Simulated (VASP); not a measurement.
# PbS (rocksalt type) (Fm-3m) in VASP: notebook

Runs on PbS (rocksalt type). Level: PBEsol. Tasks: single point.

Everything below comes from runs of VASP 6.6.1. Logs are shortened: lines on timing, memory, paths and dates and some standing lists are left out, and cuts for length are marked.

**1. The cell of the first run**

It takes space group Fm-3m (No. 225, cubic). Conventional cell: a = 4.836 Å, b = 4.836 Å, c = 4.836 Å, α = 90.00°, β = 90.00°, γ = 90.00°. Pb (site symmetry m-3m) has 6 S at 2.42 Å within 3.2 Å. S (site symmetry m-3m) has 6 Pb at 2.42 Å within 3.2 Å.

**2. Single point, PBEsol (14.14 Å³/atom)**

The input, POSCAR:

```
PbS
1.0
    0.0000000000      2.4180478334      2.4180478334
    2.4180478334      0.0000000000      2.4180478334
    2.4180478334      2.4180478334      0.0000000000
Pb S
1 1
Direct
    0.0000000000      0.0000000000      0.0000000000
    0.5000000000      0.5000000000      0.5000000000
```

The input, INCAR.step1:

```
ALGO = Normal
EDIFF = 1E-6
ENCUT = 520
GGA = PS
ISIF = 2
ISMEAR = -1
LASPH = T
LCHARG = T
LREAL = F
LWAVE = F
NBANDS = 17
NELM = 100
PREC = Accurate
SIGMA = 0.1
```

The input, KPOINTS.step1:

```
k-points
0
Gamma
  14 14 14
```

The input, INCAR.step2:

```
ALGO = Normal
EDIFF = 1E-6
ENCUT = 520
GGA = PS
ICHARG = 11
ISIF = 2
ISMEAR = -5
LASPH = T
LCHARG = F
LORBIT = 11
LREAL = F
LWAVE = F
NBANDS = 17
NEDOS = 2001
NELM = 100
PREC = Accurate
SIGMA = 0.1
```

The input, KPOINTS.step2:

```
k-points
0
Gamma
  21 21 21
```

Potentials or basis: VASP PAW PBE potentials, release 64 (Pb_d, S).

Launch:

```sh
> cat potpaw_PBE.64/Pb_d/POTCAR potpaw_PBE.64/S/POTCAR > POTCAR
> cp INCAR.step1 INCAR
> cp KPOINTS.step1 KPOINTS
> mpirun -np 1 vasp_std > vasp.out
> cp INCAR.step2 INCAR
> cp KPOINTS.step2 KPOINTS
> mpirun -np 1 vasp_std > vasp.out
```

OUTCAR:

```text
EDIFF = 1E-6
   ENCUT = 520
   GGA = PS
   ICHARG = 11
   ISIF = 2
   ISMEAR = -5
   LASPH = T
   LORBIT = 11
   LREAL = F
   NELM = 100
   PREC = Accurate

 ion  position               nearest neighbor table
   1  0.000  0.000  0.000-   2 2.42   2 2.42   2 2.42   2 2.42   2 2.42   2 2.42
   2  0.500  0.500  0.500-   1 2.42   1 2.42   1 2.42   1 2.42   1 2.42   1 2.42

  LATTYP: Found a face centered cubic cell.
 ALAT       =     4.8360956668

  Lattice vectors:

 A1 = (   0.0000000000,   2.4180478334,   2.4180478334)
 A2 = (   2.4180478334,   0.0000000000,   2.4180478334)
 A3 = (   2.4180478334,   2.4180478334,   0.0000000000)

Analysis of symmetry for initial positions (statically):
=====================================================================
 Subroutine PRICEL returns:
 Original cell was already a primitive cell.

 Routine SETGRP: Setting up the symmetry group for a
 face centered cubic supercell.

 Subroutine GETGRP returns: Found 48 space group operations
 (whereof 48 operations were pure point group operations)
 out of a pool of 48 trial point group operations.

The static configuration has the point symmetry O_h .

Analysis of symmetry for dynamics (positions and initial velocities):
=====================================================================
 Subroutine PRICEL returns:
 Original cell was already a primitive cell.

 Routine SETGRP: Setting up the symmetry group for a
 face centered cubic supercell.

 Subroutine GETGRP returns: Found 48 space group operations
 (whereof 48 operations were pure point group operations)
 out of a pool of 48 trial point group operations.

The dynamic configuration has the point symmetry O_h .

 Subroutine INISYM returns: Found 48 space group operations
 (whereof 48 operations are pure point group operations),
 and found     1 'primitive' translations

----------------------------------------------------------------------------------------

                                     Primitive cell

  volume of cell :      28.2764

  direct lattice vectors                    reciprocal lattice vectors
     0.000000000  2.418047833  2.418047833    -0.206778374  0.206778374  0.206778374
     2.418047833  0.000000000  2.418047833     0.206778374 -0.206778374  0.206778374
     2.418047833  2.418047833  0.000000000     0.206778374  0.206778374 -0.206778374

  length of vectors
     3.419636040  3.419636040  3.419636040     0.358150650  0.358150650  0.358150650

  position of ions in fractional coordinates (direct lattice)
     0.000000000  0.000000000  0.000000000
     0.500000000  0.500000000  0.500000000

  ion indices of the primitive-cell ions
   primitive index   ion index
                 1           1
                 2           2

----------------------------------------------------------------------------------------

 KPOINTS: k-points

Automatic generation of k-mesh.
 Grid dimensions read from file:
 generate k-points for:   21   21   21

 Generating k-lattice:

  Cartesian coordinates                     Fractional coordinates (reciprocal lattice)
    -0.009846589  0.009846589  0.009846589     0.047619048  0.000000000  0.000000000
     0.009846589 -0.009846589  0.009846589     0.000000000  0.047619048  0.000000000
     0.009846589  0.009846589 -0.009846589     0.000000000  0.000000000  0.047619048

  Length of vectors
     0.017054793  0.017054793  0.017054793

  Shift w.r.t. Gamma in fractional coordinates (k-lattice)
     0.000000000  0.000000000  0.000000000

 TETIRR: Found   1276 inequivalent tetrahedra from    55566

 Subroutine IBZKPT returns following result:
 ===========================================

 Found    286 irreducible k-points:

 Following reciprocal coordinates:
            Coordinates               Weight
  0.000000  0.000000  0.000000      1.000000
  0.047619  0.000000  0.000000      8.000000
  0.095238  0.000000  0.000000      8.000000
  0.142857  0.000000  0.000000      8.000000
  0.190476  0.000000  0.000000      8.000000
  0.238095  0.000000  0.000000      8.000000
[... 16 lines left out ...]
 -0.428571  0.047619  0.000000     24.000000
 -0.380952  0.047619  0.000000     24.000000
 [... further k-points ...]
   k-points           NKPTS =    286   k-points in BZ     NKDIM =    286   number of bands    NBANDS=     17
   number of dos      NEDOS =   2001   number of ions     NIONS =      2
   total plane-waves  NPLWV =  21952
   dimension x,y,z NGX =    28 NGY =   28 NGZ =   28
   dimension x,y,z NGXF=    56 NGYF=   56 NGZF=   56
   ions per type =               1   1
   NGX,Y,Z   is equivalent  to a cutoff of  13.61, 13.61, 13.61 a.u.
   NGXF,Y,Z  is equivalent  to a cutoff of  27.22, 27.22, 27.22 a.u.
 SYSTEM =  unknown system
   PREC   = accura    normal or accurate (medium, high low for compatibility)
   ISTART =      0    job   : 0-new  1-cont  2-samecut
   ICHARG =     11    charge: 1-file 2-atom 10-const
   ISPIN  =      1    spin polarized calculation?
   LNONCOLLINEAR =      F non collinear calculations
   LSORBIT =      F    spin-orbit coupling
   LASPH  =      T    aspherical Exc in radial PAW
   ENCUT  =  520.0 eV  38.22 Ry    6.18 a.u.   6.36  6.36  6.36*2*pi/ulx,y,z
   NELM   =    100;   NELMIN=  2; NELMDL=  0     # of ELM steps
   EDIFF  = 0.1E-05   stopping-criterion for ELM
   LREAL  =      F    real-space projection
   EDIFFG = 0.1E-04   stopping-criterion for IOM
   NSW    =      0    number of steps for IOM
   IBRION =     -1    ionic relax: 0-MD 1-quasi-New 2-CG
   NFREE  =      0    steps in history (QN), initial steepest desc. (CG)
   ISIF   =      2    stress and relaxation
   ISYM   =      2    0-nonsym 1-usesym 2-fastsym
   POTIM  = 0.5000    time-step for ionic-motion
   TEBEG  =    0.0;   TEEND  =   0.0 temperature during run
   PSTRESS=    0.0 pullay stress
   NELECT =      20.0000    total number of electrons
   NUPDOWN=      -1.0000    fix difference up-down
   EMIN   =  10.00;   EMAX   =-10.00  energy-range for DOS
   EFERMI =   0.00;   METHOD = LEGACY
   ISMEAR =    -5;   SIGMA  =   0.10  broadening in eV -4-tet -1-fermi 0-gaus
   EFERMI_NEDOS =   21; number of points for ismear=-14 and -15
   IALGO  =     38    algorithm
   IMIX   =      4    mixing-type and parameters
     AMIX     =   0.40;   BMIX     =  1.00
     AMIX_MAG =   1.60;   BMIX_MAG =  1.00
  volume/ion in A,a.u.               =      14.14        95.41
  Fermi-wavevector in a.u.,A,eV,Ry     =   1.458624  2.756399 28.947527  2.127583
  Thomas-Fermi vector in A             =   2.575286
   LORBIT       =     11    0 simple, 1 ext, 2 COOP (PROOUT), +10 PAW based schemes
   GGA     = PS    functional components
   LHFCALC =     F    Hartree Fock is set to
   AEXX    =    0.0000 exact exchange contribution
   IVDW    =     0    specifies the selected vdW correction
   LEPSILON=     F    determine dielectric tensor
   LRPA    =     F    only Hartree local field effects (RPA)
 non-spin polarized calculation
 Fermi weights with tetrahedron method with Bloechl corrections
  energy-cutoff  :      520.00
  volume of cell :       28.28
 maximum number of plane-waves:       775
 NGX is ok and might be reduce to    28

 number of electron      20.0000001 magnetization

 Free energy of the ion-electron system (eV)
  ---------------------------------------------------
  ext. energy  EPLUGINS =         0.00000000
  ---------------------------------------------------
  free energy    TOTEN  =        -4.13575815 eV

  energy without entropy =       -4.13575815  energy(sigma->0) =       -4.13575815

 E-fermi :  15.7903     XC(G=0): -13.0685

 val. band max:       15.8783275053   @ k =  -0.2381   0.1429   0.0476
 cond. band min:      15.6630974498   @ k =  -0.4286   0.1905   0.0952
 fundamental gap:     -0.2152300554
 Fermi energy:        15.7902528175

 k-point     1 :       0.0000    0.0000    0.0000
  band No.  band energies     occupation
      1      -4.8898      2.00000
      2      -2.9531      2.00000
      3      -2.9531      2.00000
      4      -2.9138      2.00000
      5      -2.9138      2.00000
      6      -2.9138      2.00000
[... 9 lines left out ...]
     16      23.7670      0.00000
     17      23.7671      0.00000

 k-point     2 :       0.0476    0.0000    0.0000
  band No.  band energies     occupation
      1      -4.8473      2.00000
      2      -2.9592      2.00000
      3      -2.9592      2.00000
      4      -2.9156      2.00000
      5      -2.9074      2.00000
      6      -2.9074      2.00000
[... 9 lines left out ...]
     16      23.3272      0.00000
     17      23.8747      0.00000

 k-point     3 :       0.0952    0.0000    0.0000
  band No.  band energies     occupation
      1      -4.7206      2.00000
      2      -2.9805      2.00000
      3      -2.9805      2.00000
      4      -2.9204      2.00000
      5      -2.8852      2.00000
      6      -2.8852      2.00000
[... 9 lines left out ...]
     16      22.7328      0.00000
     17      24.4418      0.00000

 k-point     4 :       0.1429    0.0000    0.0000
  band No.  band energies     occupation
      1      -4.5132      2.00000
      2      -3.0161      2.00000
      3      -3.0161      2.00000
      4      -2.9257      2.00000
      5      -2.8476      2.00000
      6      -2.8476      2.00000
[... 9 lines left out ...]
     16      22.5258      0.00000
     17      25.4556      0.00000

 k-point     5 :       0.1905    0.0000    0.0000
  band No.  band energies     occupation
      1      -4.2322      2.00000
      2      -3.0617      2.00000
      3      -3.0617      2.00000
      4      -2.9265      2.00000
      5      -2.7984      2.00000
      6      -2.7984      2.00000
[... 9 lines left out ...]
     16      22.6357      0.00000
     17      26.6891      0.00000

 k-point     6 :       0.2381    0.0000    0.0000
  band No.  band energies     occupation
      1      -3.8942      2.00000
      2      -3.1125      2.00000
      3      -3.1125      2.00000
      4      -2.9101      2.00000
      5      -2.7420      2.00000
      6      -2.7420      2.00000
[... 9 lines left out ...]
     16      22.9196      0.00000
     17      28.0681      0.00000

 k-point     7 :       0.2857    0.0000    0.0000
  band No.  band energies     occupation
      1      -3.5461      2.00000
      2      -3.1639      2.00000
      3      -3.1639      2.00000
      4      -2.8370      2.00000
      5      -2.6834      2.00000
      6      -2.6834      2.00000
[... 9 lines left out ...]
     16      23.2984      0.00000
     17      29.5677      0.00000

 k-point     8 :       0.3333    0.0000    0.0000
  band No.  band energies     occupation
      1      -3.3036      2.00000
      2      -3.2113      2.00000
      3      -3.2113      2.00000
      4      -2.6280      2.00000
      5      -2.6280      2.00000
      6      -2.6061      2.00000
[... 9 lines left out ...]
     16      23.7285      0.00000
     17      31.1602      0.00000
[... 203 lines left out ...]
      1      -3.3710      2.00000
      2      -3.2140      2.00000
      3      -3.1645      2.00000
      4      -2.6734      2.00000
      5      -2.5771      2.00000
      6      -2.2007      2.00000
[... 9 lines left out ...]
     16      24.4866      0.00000
     17      31.5650      0.00000

 k-point    20 :       0.4286    0.0476    0.0000
  band No.  band energies     occupation
      1      -3.3563      2.00000
      2      -3.2507      2.00000
      3      -3.1626      2.00000
      4      -2.6117      2.00000
      5      -2.5435      2.00000
      6      -1.7758      2.00000
[... 9 lines left out ...]
     16      25.2462      0.00000
     17      30.4670      0.00000

 k-point    21 :       0.4762    0.0476    0.0000
  band No.  band energies     occupation
      1      -3.3541      2.00000
      2      -3.2758      2.00000
      3      -3.1630      2.00000
      4      -2.5758      2.00000
      5      -2.5264      2.00000
      6      -1.4184      2.00000
[... 9 lines left out ...]
     16      25.9597      0.00000
     17      29.5096      0.00000

 k-point    22 :      -0.4762    0.0476    0.0000
  band No.  band energies     occupation
      1      -3.3479      2.00000
      2      -3.2871      2.00000
      3      -3.1641      2.00000
      4      -2.5622      2.00000
      5      -2.5274      2.00000
      6      -1.3085      2.00000
[... 9 lines left out ...]
     16      26.2271      0.00000
     17      29.1894      0.00000

 k-point    23 :      -0.4286    0.0476    0.0000
  band No.  band energies     occupation
      1      -3.3351      2.00000
      2      -3.2838      2.00000
      3      -3.1654      2.00000
      4      -2.5715      2.00000
      5      -2.5463      2.00000
      6      -1.5199      2.00000
[... 9 lines left out ...]
     16      25.8300      0.00000
     17      29.7743      0.00000

 k-point    24 :      -0.3810    0.0476    0.0000
  band No.  band energies     occupation
      1      -3.3230      2.00000
      2      -3.2664      2.00000
      3      -3.1674      2.00000
      4      -2.6070      2.00000
      5      -2.5813      2.00000
      6      -1.9178      2.00000
[... 9 lines left out ...]
     16      25.2509      0.00000
     17      30.7906      0.00000

 [... further k-points ...]

------------------------ aborting loop because EDIFF is reached ----------------------------------------

  FORCE on cell =-STRESS in cart. coord.  units (eV):
  Direction    XX          YY          ZZ          XY          YZ          ZX
  --------------------------------------------------------------------------------------
  -------------------------------------------------------------------------------------
  Total       21.6307924     21.6307924     21.6307924      0.0000000      0.0000000      0.0000000
  in kB     1225.6270930   1225.6270930   1225.6270930      0.0000000      0.0000000      0.0000000
  external PRESSURE =    1225.6270930 kB  Pullay stress =       0.0000000 kB

 VOLUME and BASIS-vectors are now :
 -----------------------------------------------------------------------------
  energy-cutoff  :      520.00
  volume of cell :       28.28
      direct lattice vectors                 reciprocal lattice vectors
     0.000000000  2.418047833  2.418047833    -0.206778374  0.206778374  0.206778374
     2.418047833  0.000000000  2.418047833     0.206778374 -0.206778374  0.206778374
     2.418047833  2.418047833  0.000000000     0.206778374  0.206778374 -0.206778374

 POSITION                                       TOTAL-FORCE (eV/Angst)
 -----------------------------------------------------------------------------------
      0.00000      0.00000      0.00000         0.000000      0.000000      0.000000
      2.41805      2.41805      2.41805        -0.000000      0.000000     -0.000000
 -----------------------------------------------------------------------------------
    total drift:                               -0.000000      0.000000      0.000000

  FREE ENERGIE OF THE ION-ELECTRON SYSTEM (eV)
  ---------------------------------------------------
  free  energy   TOTEN  =        -4.1357581478 eV

  energy  without entropy=       -4.1357581478  energy(sigma->0) =       -4.13575815

 total charge

# of ion       s       p       d       tot
------------------------------------------
    1        1.407   1.208   9.997  12.612
    2        1.404   2.492   0.000   3.896
--------------------------------------------------
tot          2.811   3.700   9.997  16.508
```

Wall time 95 s (1 thread of Intel Xeon Platinum 8488C (Sapphire Rapids), shared host); peak memory 0.25 GiB.

Results:

| Item | Value |
| --- | --- |
| Valence electrons inside the program's atomic spheres | Pb 12.61; S 3.90 |

Levels at points of the mesh, in eV from the Fermi level:
```tsv
k point	band 8	band 9	band 10	band 11	band 12	band 13
(0.00, 0.00, 0.00)	-5.27	-5.27	-3.15	5.44	5.44	5.44
```

Caveat: the PAW data sets were made with another functional, which shifts forces and pressure a little; spin-orbit coupling is left out, which moves the levels of the heavy elements; tetrahedron occupations give inexact forces and stress in metals.

**3. Single point, PBEsol (25.71 Å³/atom)**

This run uses another cell than the first one, of 25.71 Å³/atom.

The input, POSCAR:

```
PbS
1.0
    0.0000000000      2.9512816525      2.9512816525
    2.9512816525      0.0000000000      2.9512816525
    2.9512816525      2.9512816525      0.0000000000
Pb S
1 1
Direct
    0.0000000000      0.0000000000      0.0000000000
    0.5000000000      0.5000000000      0.5000000000
```

The input, INCAR.step1:

```
SYSTEM = PbS
PREC = Accurate ; ENCUT = 520
EDIFF = 1E-7 ; ISMEAR = -1
SIGMA = 0.1 ; LREAL = .FALSE.
LASPH = .TRUE. ; NELM = 100
ALGO = Normal ; ISIF = 2
LWAVE = .FALSE. ; LCHARG = .TRUE.
GGA = PS ; NBANDS = 17
```

The input, KPOINTS.step1:

```
regular mesh
0
G
  14 14 14
  0 0 0
```

The input, INCAR.step2:

```
SYSTEM = PbS
PREC = Accurate ; ENCUT = 520
EDIFF = 1E-7 ; ISMEAR = -5
SIGMA = 0.1 ; LREAL = .FALSE.
LASPH = .TRUE. ; NELM = 100
ALGO = Normal ; ISIF = 2
LWAVE = .FALSE. ; LCHARG = .FALSE.
GGA = PS ; LORBIT = 11
NBANDS = 17 ; NEDOS = 2001
ICHARG = 11
```

The input, KPOINTS.step2:

```
regular mesh
0
G
  21 21 21
  0 0 0
```

Potentials or basis: VASP PAW PBE potentials, release 64 (Pb_d, S).

Launch:

```sh
> cat potpaw_PBE.64/Pb_d/POTCAR potpaw_PBE.64/S/POTCAR > POTCAR
> cp INCAR.step1 INCAR
> cp KPOINTS.step1 KPOINTS
> mpirun -np 1 vasp_std > vasp.out
> cp INCAR.step2 INCAR
> cp KPOINTS.step2 KPOINTS
> mpirun -np 1 vasp_std > vasp.out
```

It took 2 min on 1 thread of Intel Xeon Platinum 8488C (Sapphire Rapids), shared host; peak memory 0.36 GiB.

The run converged. Its results:

```yaml
Valence_electrons_inside_the_program's_atomic_spheres: Pb 11.84; S 3.66
```

Levels at points of the mesh, in eV from the valence-band top:
```csv
k point,band 7,band 8,band 9,band 10,band 11,band 12,band 13,band 14
"(0.00, 0.00, 0.00)",-5.98,-2.19,-2.19,-2.19,5.26,5.26,5.26,6.66
```

Caveat: the PAW data sets were made with another functional, which shifts forces and pressure a little; spin-orbit coupling is left out, which moves the levels of the heavy elements.
